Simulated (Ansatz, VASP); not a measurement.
## ZnS in VASP and in Ansatz

INCAR

```
SYSTEM = ZnS
  PREC = Accurate
  ENCUT = 500
  EDIFF = 1E-7
  ISMEAR = 0
  SIGMA = 0.02
  LREAL = .FALSE.
  LASPH = .TRUE.
  NELM = 120
  ALGO = Normal
  ISIF = 3
  LWAVE = .FALSE.
  LCHARG = .FALSE.
  GGA = PS
  IBRION = 2
  NSW = 100
  EDIFFG = -0.002
  GGA_COMPAT = .FALSE.
  NELMIN = 4
```

The input KPOINTS:

```
Automatic mesh
0
G
  8 8 8
  0 0 0
```

The input POSCAR:

```
ZnS
1.0
    0.0000000000      2.7050000000      2.7050000000
    2.7050000000      0.0000000000      2.7050000000
    2.7050000000      2.7050000000      0.0000000000
Zn S
1 1
Direct
    0.0000000000      0.0000000000      0.0000000000
    0.2500000000      0.2500000000      0.2500000000
```

Input for Ansatz:

```yaml
crystal:
  lattice:
    - [0.0, 2.705, 2.705]
    - [2.705, 0.0, 2.705]
    - [2.705, 2.705, 0.0]
  atoms:
    - { symbol: Zn, position: [0.0, 0.0, 0.0] }
    - { symbol: S, position: [0.25, 0.25, 0.25] }
basis:
  ecutwfc: 420
kpoints:
  mp_grid: { grid: [8, 8, 8] }
hamiltonian:
  xc: pbesol
  pseudopotentials: { kind: paw, azcp: { folder: soft_1 } }
scf:
  occupations: { method: gaussian, width: 0.02 }
output:
  forces: true
  stress: true
  eigenvalues: true
  write_density: true
  write_potential: true
  elf: true
  volumetric_format: npy
relax:
  adjacent_minimum: "off"
  f_tol: 0.002
  max_steps: 80
  cell: { stress_tol: 0.02 }
```

Alike in both runs: task relaxation of cell and atoms; functional PBEsol; k mesh 8 × 8 × 8; occupations gaussian, width 0.02 eV; no spin polarisation.

```csv
,VASP,Ansatz
version,VASP 6.6.1,Ansatz 0.2.0
potentials or method,"VASP PAW PBE potentials, release 64 (Zn, S), cutoff 500 eV","scalar-relativistic, plane waves, PAW"
valence electrons in the cell,18,18
```

```csv
,VASP,Ansatz,Ansatz less VASP
"gap on the k mesh at the Fermi level, each at its own relaxed structure (eV)",2.08,2.08,-0.002
relaxed volume (Å³/atom),19.26,19.21,-0.042
relaxed cell length with the largest relative difference (Å),3.791,3.788,-0.0028
```

VASP's potentials were made for PBE, not for PBEsol, and Ansatz warns of the same on its side.
